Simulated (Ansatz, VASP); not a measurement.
NaF: VASP beside Ansatz

```
Na F
1.0
     0.00000    2.52391    1.96865
     2.52391    0.00000    1.96865
     2.52391    2.52391    0.00000
Na F
1 1
Direct
  0.00000 0.00000 0.00000
  0.50000 0.50000 0.50000
```

Alike in both runs: task single point; functional PBE; k mesh 10 × 10 × 10; occupations gaussian, width 0.05 eV; no spin polarisation.

```csv
,VASP,Ansatz
version,VASP 6.6.1,Ansatz 0.2.0
potentials or method,"VASP PAW PBE potentials, release 64 (Na_pv, F), cutoff 520 eV","scalar-relativistic, plane waves, PAW"
valence electrons in the cell,14,16
```

VASP gave:

```
gap on the k mesh at the Fermi level (eV)                     : 6.07
least direct gap on the mesh (eV)                             : 6.07
pressure (GPa)                                                : 11.5
traceless stress, the component that is largest in VASP (GPa) : 26.83
```

Task: Estimate Ansatz's values.

Result: gap on the k mesh at the Fermi level (eV): 6.10; least direct gap on the mesh (eV): 6.10; pressure (GPa): 11.2; traceless stress, the component that is largest in VASP (GPa): 25.67.

VASP's potentials hold 14 valence electrons a cell and Ansatz's 16, so a difference there can come from the potentials and not from the codes.
